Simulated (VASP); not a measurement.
A run of VASP 6.6.1:

Contents of INCAR:

```
ALGO     = Normal         # electronic algorithm
EDIFF    = 1E-6           # SCF threshold, eV
EDIFFG   = -0.005         # ionic threshold
ENCUT    = 600            # plane-wave cutoff, eV
GGA      = PE             # functional
IBRION   = 2              # ionic algorithm
ISIF     = 3              # what is computed and relaxed
ISMEAR   = 0              # smearing method
LASPH    = True           # aspherical terms in the spheres
LCHARG   = False          # write CHGCAR
LREAL    = False          # projectors in reciprocal space
LWAVE    = False          # write WAVECAR
NELM     = 100            # most SCF steps
NSW      = 80             # ionic steps
PREC     = Accurate       # precision mode
SIGMA    = 0.01           # smearing width, eV
```

Contents of KPOINTS:

```
k-points
0
Gamma
  9 9 9
```

Contents of POSCAR:

```
SiC
1.0
    0.0000000000      2.1790000000      2.1790000000
    2.1790000000      0.0000000000      2.1790000000
    2.1790000000      2.1790000000      0.0000000000
Si C
1 1
Direct
    0.0000000000      0.0000000000      0.0000000000
    0.2500000000      0.2500000000      0.2500000000
```

Potentials or basis: VASP PAW PBE potentials, release 64 (Si, C).

Run with:

```bash
$ cat potpaw_PBE.64/Si/POTCAR potpaw_PBE.64/C/POTCAR > POTCAR
$ mpirun -np 1 vasp_std > vasp.out
```

Hardware: 1 thread of Intel Xeon 8259CL (shared host).

Problem. How long does it take, and how much memory?

Solution. It took 28 s on 1 thread of Intel Xeon 8259CL, with other jobs on the host, peak memory 0.15 GiB. Counts: scf iterations 24, k points 35, ion steps 3.
